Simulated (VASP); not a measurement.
# CsBa3 (Pm-3m) in VASP: notebook

CsBa3 is run at these levels: revPBE, RPBE, PBE; tasks: single point.

Everything below comes from runs of VASP 6.6.1. Logs are shortened: lines on timing, memory, paths and dates and some standing lists are left out, and cuts for length are marked.

## Step 1: The cell of the first run

The structure is cubic, space group Pm-3m (No. 221). The conventional cell has a = 6.604 Å, b = 6.604 Å, c = 6.604 Å, α = 90.00°, β = 90.00°, γ = 90.00°.

## Step 2: Single point, revPBE

File INCAR:

```
ALGO = Normal
EDIFF = 1E-6
ENCUT = 500
GGA = RE
GGA_COMPAT = False
ISIF = 2
ISMEAR = -1
LASPH = True
LCHARG = False
LREAL = False
LWAVE = False
NBANDS = 28
NELM = 120
PREC = Accurate
SIGMA = 0.15
```

File KPOINTS:

```
k-points
0
Gamma
  4 4 4
```

File POSCAR:

```
CsBa3
1.0
    6.6043710000      0.0000000000      0.0000000000
    0.0000000000      6.6043710000      0.0000000000
    0.0000000000      0.0000000000      6.6043710000
Cs Ba
1 3
Direct
    0.0000000000      0.0000000000      0.0000000000
    0.0000000000      0.5000000000      0.5000000000
    0.5000000000      0.0000000000      0.5000000000
    0.5000000000      0.5000000000      0.0000000000
```

Potentials or basis: VASP PAW PBE potentials, release 64 (Cs_sv, Ba_sv).

Started as:

```bash
$ cat potpaw_PBE.64/Cs_sv/POTCAR potpaw_PBE.64/Ba_sv/POTCAR > POTCAR
$ mpirun -np 1 vasp_std > vasp.out
```

OUTCAR:

```text
EDIFF = 1E-6
   ENCUT = 500
   GGA = RE
   ISIF = 2
   ISMEAR = -1
   LASPH = True
   LREAL = False
   NELM = 120
   PREC = Accurate

 ion  position               nearest neighbor table
   1  0.000  0.000  0.000-
   2  0.000  0.500  0.500-   3 4.67   4 4.67   4 4.67   3 4.67   3 4.67   4 4.67   4 4.67   3 4.67

   3  0.500  0.000  0.500-   2 4.67   4 4.67   4 4.67   2 4.67   4 4.67   4 4.67   2 4.67   2 4.67

   4  0.500  0.500  0.000-   2 4.67   3 4.67   2 4.67   3 4.67   3 4.67   3 4.67   2 4.67   2 4.67

  LATTYP: Found a simple cubic cell.
 ALAT       =     6.6043710000

  Lattice vectors:

 A1 = (   6.6043710000,   0.0000000000,   0.0000000000)
 A2 = (   0.0000000000,   6.6043710000,   0.0000000000)
 A3 = (   0.0000000000,   0.0000000000,   6.6043710000)

Analysis of symmetry for initial positions (statically):
=====================================================================
 Subroutine PRICEL returns:
 Original cell was already a primitive cell.

 Routine SETGRP: Setting up the symmetry group for a
 simple cubic supercell.

 Subroutine GETGRP returns: Found 48 space group operations
 (whereof 48 operations were pure point group operations)
 out of a pool of 48 trial point group operations.

The static configuration has the point symmetry O_h .

Analysis of symmetry for dynamics (positions and initial velocities):
=====================================================================
 Subroutine PRICEL returns:
 Original cell was already a primitive cell.

 Routine SETGRP: Setting up the symmetry group for a
 simple cubic supercell.

 Subroutine GETGRP returns: Found 48 space group operations
 (whereof 48 operations were pure point group operations)
 out of a pool of 48 trial point group operations.

The dynamic configuration has the point symmetry O_h .

 Subroutine INISYM returns: Found 48 space group operations
 (whereof 48 operations are pure point group operations),
 and found     1 'primitive' translations

----------------------------------------------------------------------------------------

                                     Primitive cell

  volume of cell :     288.0676

  direct lattice vectors                    reciprocal lattice vectors
     6.604371000  0.000000000  0.000000000     0.151414874  0.000000000  0.000000000
     0.000000000  6.604371000  0.000000000     0.000000000  0.151414874  0.000000000
     0.000000000  0.000000000  6.604371000     0.000000000  0.000000000  0.151414874

  length of vectors
     6.604371000  6.604371000  6.604371000     0.151414874  0.151414874  0.151414874

  position of ions in fractional coordinates (direct lattice)
     0.000000000  0.000000000  0.000000000
     0.000000000  0.500000000  0.500000000
     0.500000000  0.000000000  0.500000000
     0.500000000  0.500000000  0.000000000

  ion indices of the primitive-cell ions
   primitive index   ion index
                 1           1
                 2           2
                 3           3
                 4           4

----------------------------------------------------------------------------------------

 KPOINTS: k-points

Automatic generation of k-mesh.
 Grid dimensions read from file:
 generate k-points for:    4    4    4

 Generating k-lattice:

  Cartesian coordinates                     Fractional coordinates (reciprocal lattice)
     0.037853718  0.000000000  0.000000000     0.250000000  0.000000000  0.000000000
     0.000000000  0.037853718  0.000000000     0.000000000  0.250000000  0.000000000
     0.000000000  0.000000000  0.037853718     0.000000000  0.000000000  0.250000000

  Length of vectors
     0.037853718  0.037853718  0.037853718

  Shift w.r.t. Gamma in fractional coordinates (k-lattice)
     0.000000000  0.000000000  0.000000000

 Subroutine IBZKPT returns following result:
 ===========================================

 Found     10 irreducible k-points:

 Following reciprocal coordinates:
            Coordinates               Weight
  0.000000  0.000000  0.000000      1.000000
  0.250000  0.000000  0.000000      6.000000
  0.500000  0.000000  0.000000      3.000000
  0.250000  0.250000  0.000000     12.000000
  0.500000  0.250000  0.000000     12.000000
  0.500000  0.500000  0.000000      3.000000
  0.250000  0.250000  0.250000      8.000000
  0.500000  0.250000  0.250000     12.000000
  0.500000  0.500000  0.250000      6.000000
  0.500000  0.500000  0.500000      1.000000
   k-points           NKPTS =     10   k-points in BZ     NKDIM =     10   number of bands    NBANDS=     28
   number of dos      NEDOS =    301   number of ions     NIONS =      4
   total plane-waves  NPLWV = 110592
   dimension x,y,z NGX =    48 NGY =   48 NGZ =   48
   dimension x,y,z NGXF=    96 NGYF=   96 NGZF=   96
   ions per type =               1   3
   NGX,Y,Z   is equivalent  to a cutoff of  12.08, 12.08, 12.08 a.u.
   NGXF,Y,Z  is equivalent  to a cutoff of  24.17, 24.17, 24.17 a.u.
 SYSTEM =  unknown system
   PREC   = accura    normal or accurate (medium, high low for compatibility)
   ISTART =      0    job   : 0-new  1-cont  2-samecut
   ICHARG =      2    charge: 1-file 2-atom 10-const
   ISPIN  =      1    spin polarized calculation?
   LNONCOLLINEAR =      F non collinear calculations
   LSORBIT =      F    spin-orbit coupling
   LASPH  =      T    aspherical Exc in radial PAW
   ENCUT  =  500.0 eV  36.75 Ry    6.06 a.u.  12.04 12.04 12.04*2*pi/ulx,y,z
   NELM   =    120;   NELMIN=  2; NELMDL= -5     # of ELM steps
   EDIFF  = 0.1E-05   stopping-criterion for ELM
   LREAL  =      F    real-space projection
[... 7 lines left out ...]
   TEBEG  =    0.0;   TEEND  =   0.0 temperature during run
   PSTRESS=    0.0 pullay stress
   NELECT =      39.0000    total number of electrons
   NUPDOWN=      -1.0000    fix difference up-down
   EMIN   =  10.00;   EMAX   =-10.00  energy-range for DOS
   EFERMI =   0.00;   METHOD = LEGACY
   ISMEAR =    -1;   SIGMA  =   0.15  broadening in eV -4-tet -1-fermi 0-gaus
   EFERMI_NEDOS =   21; number of points for ismear=-14 and -15
   IALGO  =     38    algorithm
   IMIX   =      4    mixing-type and parameters
     AMIX     =   0.40;   BMIX     =  1.00
     AMIX_MAG =   1.60;   BMIX_MAG =  1.00
  volume/ion in A,a.u.               =      72.02       485.99
  Fermi-wavevector in a.u.,A,eV,Ry     =   0.840617  1.588536  9.614382  0.706637
  Thomas-Fermi vector in A             =   1.955028
   LORBIT       =      0    0 simple, 1 ext, 2 COOP (PROOUT), +10 PAW based schemes
   GGA     = RE    functional components
   LHFCALC =     F    Hartree Fock is set to
   AEXX    =    0.0000 exact exchange contribution
   IVDW    =     0    specifies the selected vdW correction
   LEPSILON=     F    determine dielectric tensor
   LRPA    =     F    only Hartree local field effects (RPA)
 non-spin polarized calculation
  energy-cutoff  :      500.00
  volume of cell :      288.07
 maximum number of plane-waves:      7400
   NGX = 25   NGY = 25   NGZ = 25

 number of electron      39.0000004 magnetization

 Free energy of the ion-electron system (eV)
  ---------------------------------------------------
  ext. energy  EPLUGINS =         0.00000000
  ---------------------------------------------------
  free energy    TOTEN  =        -5.47828927 eV

  energy without entropy =       -4.96263262  energy(sigma->0) =       -5.22046095

 E-fermi :   1.4407     XC(G=0):  -6.8453

 val. band max:        1.4303365963   @ k =   0.5000   0.2500   0.2500
 cond. band min:       1.4583273274   @ k =   0.5000   0.0000   0.0000
 fundamental gap:      0.0279907311
 Fermi energy:         1.4406599935

 k-point     1 :       0.0000    0.0000    0.0000
  band No.  band energies     occupation
      1     -27.8640      2.00000
      2     -27.8426      2.00000
      3     -27.8426      2.00000
      4     -21.4908      2.00000
      5     -13.1160      2.00000
      6     -13.1160      2.00000
[... 20 lines left out ...]
     27       3.3265      0.00001
     28       3.3265      0.00001

 k-point     2 :       0.2500    0.0000    0.0000
  band No.  band energies     occupation
      1     -27.8613      2.00000
      2     -27.8454      2.00000
      3     -27.8426      2.00000
      4     -21.4909      2.00000
      5     -13.1003      2.00000
      6     -13.1003      2.00000
[... 20 lines left out ...]
     27       2.9565      0.00008
     28       3.5137      0.00000

 k-point     3 :       0.5000    0.0000    0.0000
  band No.  band energies     occupation
      1     -27.8569      2.00000
      2     -27.8498      2.00000
      3     -27.8426      2.00000
      4     -21.4909      2.00000
      5     -13.0779      2.00000
      6     -13.0779      2.00000
[... 20 lines left out ...]
     27       2.9512      0.00008
     28       3.1404      0.00002

 k-point     4 :       0.2500    0.2500    0.0000
  band No.  band energies     occupation
      1     -27.8589      2.00000
      2     -27.8462      2.00000
      3     -27.8442      2.00000
      4     -21.4909      2.00000
      5     -13.1070      2.00000
      6     -13.0842      2.00000
[... 20 lines left out ...]
     27       2.8343      0.00018
     28       3.4285      0.00000

 k-point     5 :       0.5000    0.2500    0.0000
  band No.  band energies     occupation
      1     -27.8548      2.00000
      2     -27.8497      2.00000
      3     -27.8447      2.00000
      4     -21.4909      2.00000
      5     -13.0920      2.00000
      6     -13.0755      2.00000
[... 20 lines left out ...]
     27       2.8306      0.00019
     28       2.9998      0.00006

 k-point     6 :       0.5000    0.5000    0.0000
  band No.  band energies     occupation
      1     -27.8497      2.00000
      2     -27.8497      2.00000
      3     -27.8497      2.00000
      4     -21.4908      2.00000
      5     -13.1153      2.00000
      6     -13.0690      2.00000
[... 20 lines left out ...]
     27       2.5490      0.00124
     28       2.8195      0.00020

 k-point     7 :       0.2500    0.2500    0.2500
  band No.  band energies     occupation
      1     -27.8569      2.00000
      2     -27.8462      2.00000
      3     -27.8462      2.00000
      4     -21.4908      2.00000
      5     -13.1215      2.00000
      6     -13.0781      2.00000
[... 20 lines left out ...]
     27       2.9442      0.00009
     28       3.4775      0.00000

 k-point     8 :       0.5000    0.2500    0.2500
  band No.  band energies     occupation
      1     -27.8533      2.00000
      2     -27.8497      2.00000
      3     -27.8462      2.00000
      4     -21.4908      2.00000
      5     -13.1108      2.00000
      6     -13.0955      2.00000
[... 20 lines left out ...]
     27       2.9408      0.00009
     28       3.1783      0.00002

 k-point     9 :       0.5000    0.5000    0.2500
  band No.  band energies     occupation
      1     -27.8497      2.00000
      2     -27.8497      2.00000
      3     -27.8497      2.00000
      4     -21.4907      2.00000
      5     -13.1188      2.00000
      6     -13.1169      2.00000
[... 20 lines left out ...]
     27       2.9442      0.00009
     28       3.0351      0.00005

 k-point    10 :       0.5000    0.5000    0.5000
  band No.  band energies     occupation
      1     -27.8497      2.00000
      2     -27.8497      2.00000
      3     -27.8497      2.00000
      4     -21.4906      2.00000
      5     -13.1497      2.00000
      6     -13.1185      2.00000
[... 20 lines left out ...]
     27       2.8255      0.00020
     28       3.1891      0.00002

------------------------ aborting loop because EDIFF is reached ----------------------------------------

  FORCE on cell =-STRESS in cart. coord.  units (eV):
  Direction    XX          YY          ZZ          XY          YZ          ZX
  --------------------------------------------------------------------------------------
  -------------------------------------------------------------------------------------
  Total        0.7996250      0.7996250      0.7996250     -0.0000000      0.0000000      0.0000000
  in kB        4.4473628      4.4473628      4.4473628     -0.0000000      0.0000000      0.0000000
  external PRESSURE =       4.4473628 kB  Pullay stress =       0.0000000 kB

 VOLUME and BASIS-vectors are now :
 -----------------------------------------------------------------------------
  energy-cutoff  :      500.00
  volume of cell :      288.07
      direct lattice vectors                 reciprocal lattice vectors
     6.604371000  0.000000000  0.000000000     0.151414874  0.000000000  0.000000000
     0.000000000  6.604371000  0.000000000     0.000000000  0.151414874  0.000000000
     0.000000000  0.000000000  6.604371000     0.000000000  0.000000000  0.151414874

 POSITION                                       TOTAL-FORCE (eV/Angst)
 -----------------------------------------------------------------------------------
      0.00000      0.00000      0.00000         0.000000      0.000000      0.000000
      0.00000      3.30219      3.30219         0.000000      0.000000      0.000000
      3.30219      0.00000      3.30219         0.000000      0.000000      0.000000
      3.30219      3.30219      0.00000         0.000000      0.000000      0.000000
 -----------------------------------------------------------------------------------
    total drift:                                0.000000     -0.000000     -0.000000

  FREE ENERGIE OF THE ION-ELECTRON SYSTEM (eV)
  ---------------------------------------------------
  free  energy   TOTEN  =        -5.4782892739 eV

  energy  without entropy=       -4.9626326237  energy(sigma->0) =       -5.22046095
```

Run time: 68 s. Hardware: 1 thread of Intel Xeon Platinum 8259CL at 2.50GHz (Skylake/Cascade Lake), shared host; peak memory 0.35 GiB.

What came out:

- Free energy: -5.4783 eV
- Pressure: 0.4 GPa
- Band gap on the k mesh: zero (an odd number of electrons rules out a gap without spin polarisation)

Caveat: the PAW data sets were made with another functional, which shifts forces and pressure a little; spin-orbit coupling is left out, which moves the levels of the heavy elements.

## Step 3: Single point, RPBE

File INCAR:

```
SYSTEM = CsBa3
PREC = Accurate
ENCUT = 500
EDIFF = 1E-6
ISMEAR = -1
SIGMA = 0.15
LREAL = .False.
LASPH = .True.
NELM = 120
ALGO = Normal
ISIF = 2
LWAVE = .False.
LCHARG = .False.
GGA = RP
NBANDS = 28
GGA_COMPAT = .False.
```

File KPOINTS:

```
Automatic mesh
0
Gamma
  4 4 4
  0 0 0
```

POSCAR is that of step 2.

Potentials or basis: VASP PAW PBE potentials, release 64 (Cs_sv, Ba_sv).

Started as:

```bash
$ cat potpaw_PBE.64/Cs_sv/POTCAR potpaw_PBE.64/Ba_sv/POTCAR > POTCAR
$ mpirun -np 1 vasp_std > vasp.out
```

Run time: 68 s. Hardware: 1 thread of Intel Xeon Platinum 8259CL at 2.50GHz (Skylake/Cascade Lake), shared host; peak memory 0.35 GiB.

Results (log left out):

| Property | Result |
| --- | --- |
| Free energy | -5.3573 eV |
| Pressure | 0.6 GPa |
| Band gap on the k mesh | zero (an odd number of electrons rules out a gap without spin polarisation) |

Levels at points of the mesh, in eV from the Fermi level:
```
           k point  band 17  band 18  band 19  band 20  band 21  band 22  band 23  band 24
(0.00, 0.00, 0.00)    -2.52    -0.58    -0.53    -0.53     0.08     0.08     0.08     1.84
(0.50, 0.00, 0.00)    -1.50    -1.25     0.01     0.20     0.50     0.74     0.74     0.80
(0.50, 0.50, 0.00)    -0.66    -0.57    -0.57    -0.21     0.57     0.79     0.79     0.92
(0.50, 0.50, 0.50)    -0.81    -0.81    -0.81    -0.42     0.64     1.04     1.04     1.04
```

Caveat: the PAW data sets were made with another functional, which shifts forces and pressure a little; spin-orbit coupling is left out, which moves the levels of the heavy elements.

## Step 4: Single point, PBE

File INCAR:

```
PREC = Accurate
ENCUT = 500
EDIFF = 1E-6
ISMEAR = -1
SIGMA = 0.15
LREAL = False
LASPH = True
NELM = 120
ALGO = Normal
ISIF = 2
LWAVE = False
LCHARG = True
GGA = PE
LELF = True
LVHAR = True
NBANDS = 28
GGA_COMPAT = False
```

File KPOINTS:

```
regular mesh
0
Gamma
  4 4 4
```

POSCAR is that of step 3.

Started as:

```bash
$ cat potpaw_PBE.64/Cs_sv/POTCAR potpaw_PBE.64/Ba_sv/POTCAR > POTCAR
$ mpirun -np 1 vasp_std > vasp.out
```

It took 84 s on 1 thread of Intel Xeon Platinum 8259CL at 2.50GHz (Skylake/Cascade Lake), shared host; peak memory 0.35 GiB.

The run converged. Its results:

| Item | Value |
| --- | --- |
| Free energy | -6.2003 eV |
| Pressure | 0.0 GPa |
| Band gap on the k mesh | zero (an odd number of electrons rules out a gap without spin polarisation) |

Levels at points of the mesh, in eV from the Fermi level:
```csv
k point,band 18,band 19,band 20,band 21,band 22,band 23
"(0.00, 0.00, 0.00)",-0.57,-0.53,-0.53,0.07,0.07,0.07
"(0.50, 0.00, 0.00)",-1.25,0.03,0.21,0.49,0.74,0.74
"(0.50, 0.50, 0.00)",-0.58,-0.58,-0.21,0.57,0.80,0.80
"(0.50, 0.50, 0.50)",-0.83,-0.83,-0.44,0.68,1.08,1.08
```

Caveat: spin-orbit coupling is left out, which moves the levels of the heavy elements.

## Step 5: The runs side by side

```csv
level,gap on the mesh (eV),pressure (GPa)
revPBE,none,0.4
RPBE,none,0.6
PBE,none,0.0
```

Alike in all rows: task single point; potentials or basis VASP PAW PBE potentials, release 64 (Cs_sv, Ba_sv); no spin polarisation; cell as given; k mesh 4 × 4 × 4; cutoff (eV) 500; smearing fermi-dirac 0.15 eV.

The pressure there spans 0.0 GPa (PBE) to 0.6 GPa (RPBE); a positive pressure means that this level wants a larger cell, a negative one a smaller.

Caveats: spin-orbit coupling is left out, which moves the levels of the heavy elements; the PAW data sets were made with another functional, which shifts forces and pressure a little (at least some runs).

Absolute energies hang on the potentials; compare differences alone.

The gap in the log of VASP goes by the Fermi energy; the results here count the filled bands.